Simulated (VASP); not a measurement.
Write the native input for VASP 6.6.1 that does the following.

- Task: single point
- Functional: revPBE
- Potentials or basis: VASP PAW PBE potentials, release 64 (Se, Zn)
- Cutoff: 520 eV
- k mesh: 8 × 8 × 8
- Occupations: fermi-dirac, width 0.05 eV
- Spin: no spin polarisation
- Dipole correction: no
- Further INCAR settings: ALGO = Normal; EDIFF = 1e-07; NBANDS = 16

The structure of ZnSe (Stilleite) lies in POSCAR:

```
ZnSe
1.0
    0.0000000000      2.8338000000      2.8338000000
    2.8338000000      0.0000000000      2.8338000000
    2.8338000000      2.8338000000      0.0000000000
Se Zn
1 1
Direct
    0.7500000000      0.7500000000      0.7500000000
    0.0000000000      0.0000000000      0.0000000000
```

These files were run (other wordings do the same):

INCAR

```
SYSTEM = ZnSe
PREC     = Accurate       ! precision mode
ENCUT    = 520            ! plane-wave cutoff, eV
EDIFF    = 1E-7           ! SCF threshold, eV
ISMEAR   = -1             ! smearing method
SIGMA    = 0.05           ! smearing width, eV
LREAL    = .FALSE.        ! projectors in reciprocal space
LASPH    = .TRUE.         ! aspherical terms in the spheres
NELM     = 60             ! most SCF steps
ALGO     = Normal         ! electronic algorithm
ISIF     = 2              ! what is computed and relaxed
LWAVE    = .FALSE.        ! write WAVECAR
LCHARG   = .TRUE.         ! write CHGCAR
GGA      = RE             ! functional
LELF     = .TRUE.         ! ELF
LVHAR    = .TRUE.       
NBANDS   = 16             ! bands
```

KPOINTS

```
regular mesh
0
G
  8 8 8
  0 0 0
```

Potentials or basis: VASP PAW PBE potentials, release 64 (Se, Zn).

Launch:

```console
$ cat potpaw_PBE.64/Se/POTCAR potpaw_PBE.64/Zn/POTCAR > POTCAR
$ mpirun -np 1 vasp_std > vasp.out
```

It gave:

* Pressure: 4.0 GPa
* Band gap on the k mesh: 1.41 eV, direct

Caveat: the PAW data sets were made with another functional, which shifts forces and pressure a little.

Run time: 29 s on 1 thread of Intel(R) Xeon(R) 6975P-C (Granite Rapids) (shared host), peak memory 0.18 GiB.
